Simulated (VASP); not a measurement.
Cr: single point with LDA

The system is Cr.

```
CELL_PARAMETERS angstrom
-1.39387 1.39387 1.39387
1.39387 -1.39387 1.39387
1.39387 1.39387 -1.39387
ATOMIC_POSITIONS crystal
Cr 0.00000 0.00000 0.00000
```

- Program: VASP 6.6.1
- Task: single point
- Functional: LDA
- Potentials or basis: VASP PAW LDA potentials, release 64 (Cr_pv)
- Cutoff: 520 eV
- k mesh: 16 × 16 × 16
- Occupations: methfessel-paxton, width 0.2 eV
- Spin: collinear spin, ferromagnetic start
- Starting moments: [1.5] μB
- Dipole correction: no
- Further INCAR settings: ALGO = Normal; EDIFF = 1e-06; NBANDS = 16

```yaml
Pressure: 0.2 GPa
Band_gap_on_the_k_mesh: zero (filled and empty bands overlap)
Net_moment: 0.00 μB per cell
Valence_electrons_inside_the_program's_atomic_spheres: Cr 11.21
```

Levels at points of the mesh, in eV from the Fermi level:
Spin up:
```tsv
k point	band 2	band 3	band 4	band 5	band 6	band 7	band 8	band 9	band 10	band 11
(0.00, 0.00, 0.00)	-42.22	-42.22	-7.98	-0.98	-0.98	-0.98	1.20	1.20	5.41	22.86
(0.50, 0.00, 0.00)	-42.58	-42.23	-4.74	-2.68	1.23	1.41	1.58	3.16	5.41	10.78
(0.50, 0.50, 0.50)	-43.00	-43.00	-4.74	-4.74	2.72	2.72	2.72	5.41	11.24	11.24
```
Spin down:
| k point | band 2 | band 3 | band 4 | band 5 | band 6 | band 7 | band 8 | band 9 | band 10 | band 11 |
| --- | --- | --- | --- | --- | --- | --- | --- | --- | --- | --- |
| (0.00, 0.00, 0.00) | -42.22 | -42.22 | -7.98 | -0.98 | -0.98 | -0.98 | 1.20 | 1.20 | 5.41 | 22.86 |
| (0.50, 0.00, 0.00) | -42.58 | -42.23 | -4.74 | -2.68 | 1.23 | 1.41 | 1.58 | 3.16 | 5.41 | 10.78 |
| (0.50, 0.50, 0.50) | -43.00 | -43.00 | -4.74 | -4.74 | 2.72 | 2.72 | 2.72 | 5.41 | 11.24 | 11.24 |

It took 29 s on 1 thread of Intel Xeon 6975P-C (shared host), peak memory 0.15 GiB.

Caveat: the starting moments collapsed, and a magnetic state may lie lower.
